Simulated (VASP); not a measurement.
Wanted: the native input for a VASP 6.6.1 run.

```
Task                   : single point
Functional             : PBE
Potentials or basis    : VASP PAW PBE potentials, release 64 (Mg, Ge_d, N)
Cutoff                 : 520 eV
k mesh                 : 5 × 5 × 2
Occupations            : gaussian, width 0.2 eV
Spin                   : no spin polarisation
Dipole correction      : no
Further INCAR settings : ALGO = Normal; EDIFF = 1e-07; NBANDS = 26
```

The structure of Mg2GeN3 lies in POSCAR:

```
Mg2GeN3
1.0
    3.0011706396      0.0000000000      0.0000000000
   -1.5005853198      2.5990900150      0.0000000000
    0.0000000000      0.0000000000      7.7356701522
Mg Ge N
2 1 3
Direct
    0.3333333333      0.6666666667      0.6673928794
    0.6666666667      0.3333333333      0.3326071206
    0.0000000000      0.0000000000      0.0000000000
    0.3333333333      0.6666666667      0.1434271735
    0.6666666667      0.3333333333      0.8565728265
    0.0000000000      0.0000000000      0.5000000000
```

One way to write it, as run:

INCAR

```
SYSTEM = Mg2GeN3
  PREC = Accurate
  ENCUT = 520
  EDIFF = 1E-7
  ISMEAR = 0
  SIGMA = 0.2
  LREAL = .False.
  LASPH = .True.
  NELM = 80
  ALGO = Normal
  ISIF = 2
  LWAVE = .False.
  LCHARG = .True.
  GGA = PE
  LELF = .True.
  LVHAR = .True.
  NBANDS = 26
```

KPOINTS

```
Automatic mesh
0
Gamma
  5 5 2
  0 0 0
```

Potentials or basis: VASP PAW PBE potentials, release 64 (Mg, Ge_d, N).

Launch:

```bash
$ cat potpaw_PBE.64/Mg/POTCAR potpaw_PBE.64/Ge_d/POTCAR potpaw_PBE.64/N/POTCAR > POTCAR
$ mpirun -np 1 vasp_std > vasp.out
```

It gave:

- Pressure: -0.3 GPa
- Largest force: 0.051 eV/Å

Caveat: the k points lie up to 0.48 Å⁻¹ apart.

Wall time 40 s on 1 thread of Oxide Virtual Turin-like Processor, on a shared host, peak memory 0.15 GiB.
